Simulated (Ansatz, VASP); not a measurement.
## SiGeW3 in VASP and in Ansatz

The input INCAR:

```
PREC = Accurate ; ENCUT = 600
EDIFF = 1E-6 ; ISMEAR = 0
SIGMA = 0.1 ; LREAL = F
LASPH = T ; NELM = 100
ALGO = Fast ; ISIF = 3
LWAVE = F ; LCHARG = F
GGA = PE ; IBRION = 2
NSW = 90 ; EDIFFG = -0.04
```

KPOINTS

```
Automatic mesh
0
Gamma
  6 6 2
```

Contents of POSCAR:

```
SiGeW3
1.0
    3.3624482889      0.0000000000      0.0000000000
    0.0000000000      3.3624482889      0.0000000000
    0.0000000000      0.0000000000      7.5999980298
Si Ge W
1 1 3
Direct
    0.5000000000      0.5000000000      0.0000000000
    0.0000000000      0.0000000000      0.5000000000
    0.0000000000      0.0000000000      0.8363031315
    0.0000000000      0.0000000000      0.1636968685
    0.5000000000      0.5000000000      0.5000000000
```

Input for Ansatz:

```yaml
crystal:
  lattice:
    - [3.3624482889, 0.0, 0.0]
    - [0.0, 3.3624482889, 0.0]
    - [0.0, 0.0, 7.5999980298]
  atoms:
    - { symbol: Si, position: [0.5, 0.5, 0.0] }
    - { symbol: Ge, position: [0.0, 0.0, 0.5] }
    - { symbol: W, position: [0.0, 0.0, 0.8363031315] }
    - { symbol: W, position: [0.0, 0.0, 0.1636968685] }
    - { symbol: W, position: [0.5, 0.5, 0.5] }
basis:
  ecutwfc: 420
kpoints:
  mp_grid: { grid: [6, 6, 2] }
hamiltonian:
  xc: pbe
scf:
  occupations: { method: gaussian, width: 0.1 }
  lower_state_search: "off"
output:
  forces: true
  stress: true
  eigenvalues: true
relax:
  adjacent_minimum: "off"
  f_tol: 0.04
  max_steps: 70
  cell: { stress_tol: 0.4 }
```

Alike in both runs: task relaxation of cell and atoms; functional PBE; k mesh 6 × 6 × 2; occupations gaussian, width 0.1 eV; no spin polarisation.

|  | VASP | Ansatz |
| --- | --- | --- |
| version | VASP 6.6.1 | Ansatz 0.2.0 |
| potentials or method | VASP PAW PBE potentials, release 64 (Si, Ge_d, W_sv), cutoff 600 eV | scalar-relativistic, plane waves, PAW |
| valence electrons in the cell | 60 | 60 |

|  | VASP | Ansatz | Ansatz less VASP |
| --- | --- | --- | --- |
| gap on the k mesh at the Fermi level, each at its own relaxed structure (eV) | none | none | - |
| relaxed volume (Å³/atom) | 17.03 | 17.02 | -0.013 |
| relaxed cell length with the largest relative difference (Å) | 7.589 | 7.576 | -0.0128 |

A gap of «none» marks a metal or a gap that the smearing closes.

The k mesh is coarse, so the values compare programs but aren't converged. Neither program's run includes spin-orbit coupling.
